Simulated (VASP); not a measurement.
ZnS, 8 atoms in the cell. The typed cell holds 8 atoms: a = 3.847 Å, b = 3.847 Å, c = 12.590 Å, α = 90.00°, β = 90.00°, γ = 120.00°.  This cell differs from its parent crystal: atom 5 (S) moved -0.100 Å along Cartesian [1 -1 0].

| Property | Result |
| --- | --- |
| Program | VASP 6.6.1 |
| Task | single point |
| Functional | PBE |
| Potentials or basis | VASP PAW PBE potentials, release 64 (Zn, S) |
| Cutoff | 520 eV |
| k mesh | 12 × 12 × 2 |
| Occupations | gaussian, width 0.05 eV |
| Spin | no spin polarisation |
| Dipole correction | no |
| Further INCAR settings | ALGO = Normal; EDIFF = 1e-06; NBANDS = 46 |

Potentials or basis: VASP PAW PBE potentials, release 64 (Zn, S).

Run with:

```sh
$ cat potpaw_PBE.64/Zn/POTCAR potpaw_PBE.64/S/POTCAR > POTCAR
$ mpirun -np 1 vasp_std > vasp.out
```

Hardware: 1 thread of Oxide Virtual Turin-like Processor, with other jobs on the host.

Question: How long does it take, and how much memory?

Answer: Wall time 36 min on 1 thread of Oxide Virtual Turin-like Processor (shared host), peak memory 0.81 GiB. Counts: scf iterations 15, k points 148.
